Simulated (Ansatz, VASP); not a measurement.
**Mg2I in VASP and in Ansatz**

```
Mg I
1.0
     1.99087    1.14943    6.01295
    -1.99087    1.14943    6.01295
     0.00000   -2.29886    6.01295
Mg I
2 1
Direct
  0.75000 0.75000 0.75000
  0.25000 0.25000 0.25000
  0.00000 0.00000 0.00000
```

Alike in both runs: task single point; functional PBE; k mesh 6 × 6 × 6; occupations gaussian, width 0.1 eV; no spin polarisation.

|  | VASP | Ansatz |
| --- | --- | --- |
| version | VASP 6.6.1 | Ansatz 0.2.0 |
| potentials or method | VASP PAW PBE potentials, release 64 (Mg, I), cutoff 520 eV | scalar-relativistic, plane waves, PAW |
| valence electrons in the cell | 11 | 37 |

|  | VASP | Ansatz | Ansatz less VASP |
| --- | --- | --- | --- |
| gap on the k mesh at the Fermi level (eV) | none | none | - |
| pressure (GPa) | 9.2 | 9.2 | +0.06 |
| traceless stress, the component that is largest in VASP (GPa) | -0.08 | -0.09 | -0.007 |
| rms of the force components (eV/Å) | 1.351 | 1.356 | +0.0050 |

Atom by atom the forces differ by 0.005 eV/Å (rms over components). A gap of «none» marks a metal or a gap that the smearing closes. The functional is the same, so the differences come from potentials, cutoffs and numerics. VASP's potentials hold 11 valence electrons a cell and Ansatz's 37, so a difference there can come from the potentials and not from the codes.

Spin-orbit coupling is off throughout.
